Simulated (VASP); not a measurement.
The system is InPd.

```
CELL_PARAMETERS angstrom
3.33606 0.00000 0.00000
0.00000 3.33606 0.00000
0.00000 0.00000 3.33606
ATOMIC_POSITIONS crystal
In 0.00000 0.00000 0.00000
Pd 0.50000 0.50000 0.50000
```

Base run:

| Item | Value |
| --- | --- |
| Program | VASP 6.6.1 |
| Functional | PBE |
| Potentials or basis | VASP PAW PBE potentials, release 64 (In_d, Pd) |
| Cutoff | 520 eV |
| k mesh | 8 × 8 × 8 |
| Occupations | fermi-dirac, width 0.05 eV |
| Spin | no spin polarisation |

Its results: pressure -3.1 GPa.

Problem. The run is repeated on the same cell with these changes: functional from PBE to r2SCAN. What comes out?

Solution. Pressure -6.7 GPa.

Caveats: the PAW data sets were made with another functional, which shifts forces and pressure a little (some runs).
